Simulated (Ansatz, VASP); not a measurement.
This is a calculation of Hf for Ansatz 0.2.0.

Contents of input.yaml:

```yaml
crystal:
  lattice:
    - [0.0, 2.22, 2.22]
    - [2.22, 0.0, 2.22]
    - [2.22, 2.22, 0.0]
  atoms:
    - { symbol: Hf, position: [0.0, 0.0, 0.0] }
kpoints:
  mp_grid: { grid: [10, 10, 10] }
scf:
  occupations: { method: fermi_dirac, width: 0.05 }
hamiltonian:
  xc: pbe
  pseudopotentials: { kind: all_electron, lapw: { basis_error: 0.001 } }
output:
  forces: true
  stress: true
  eigenvalues: true
  populations: true
```

Potentials or basis: all-electron LAPW, scalar-relativistic.

Run with:

```bash
$ ansatz run input.yaml --threads 1 --pin off --max-ram 2560MiB --backend cpu --events-out ev --progress --plain --runs-dir out
```

Set up the same calculation for VASP 6.6.1. Potentials there: VASP PAW PBE potentials, release 64 (Hf_pv).

As run (the cutoff follows the program's own potentials):

INCAR

```
SYSTEM = Hf
PREC = Accurate
ENCUT = 520
EDIFF = 1E-7
ISMEAR = -1
SIGMA = 0.05
LREAL = .FALSE.
LASPH = .TRUE.
NELM = 60
ALGO = Fast
ISIF = 2
LWAVE = .FALSE.
LCHARG = .FALSE.
GGA = PE
NBANDS = 11
```

File KPOINTS:

```
Automatic mesh
0
G
  10 10 10
  0 0 0
```

Contents of POSCAR:

```
Hf
1.0
    0.0000000000      2.2200000000      2.2200000000
    2.2200000000      0.0000000000      2.2200000000
    2.2200000000      2.2200000000      0.0000000000
Hf
1
Direct
    0.0000000000      0.0000000000      0.0000000000
```

Potentials or basis: VASP PAW PBE potentials, release 64 (Hf_pv).

Command:

```console
$ cat potpaw_PBE.64/Hf_pv/POTCAR > POTCAR
$ mpirun -np 1 vasp_std > vasp.out
```

Both were run:

|  | VASP | Ansatz | Ansatz less VASP |
| --- | --- | --- | --- |
| gap on the k mesh at the Fermi level (eV) | none | none | - |
| pressure (GPa) | 2.6 | 3.1 | +0.46 |

A gap of «none» marks a metal or a gap that the smearing closes. Ansatz ran all-electron here, and VASP with PAW potentials.

Spin-orbit coupling is off throughout.
